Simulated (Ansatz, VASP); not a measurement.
# BaTiO3: VASP beside Ansatz

```
Ba Ti O
1.0
     3.96333    0.00000    0.00000
     0.00000    2.85798    2.87415
     0.00000   -2.85798    2.87415
Ba Ti O
1 1 3
Direct
  0.00000 0.00826 0.00826
  0.50000 0.52382 0.52382
  0.00000 0.49020 0.49020
  0.50000 0.49393 0.98001
  0.50000 0.98001 0.49393
```

Alike in both runs: functional r2SCAN; k mesh 8 × 8 × 8; occupations gaussian, width 0.02 eV; no spin polarisation.

Ansatz relaxed the structure, and its values are those at the end. VASP's run is a single point on that final structure, the one shown.

```csv
,VASP,Ansatz
version,VASP 6.6.1,Ansatz 0.2.0
potentials or method,"VASP PAW PBE potentials, release 64 (Ba_sv, Ti_sv, O), cutoff 520 eV","scalar-relativistic, plane waves, PAW"
valence electrons in the cell,40,40
```

Ansatz gave:

| Item | Value |
| --- | --- |
| gap on the k mesh at the Fermi level (eV) | 2.66 |
| least direct gap on the mesh (eV) | 3.10 |
| pressure (GPa) | 0.0 |
| rms of the force components (eV/Å) | 0.000 |

Problem. What did VASP give for the same quantities?

Solution. gap on the k mesh at the Fermi level (eV): 2.64; least direct gap on the mesh (eV): 3.12; pressure (GPa): 1.9; rms of the force components (eV/Å): 0.064.

VASP's potentials were made for PBE, not for r2SCAN.

Neither program's run includes spin-orbit coupling.
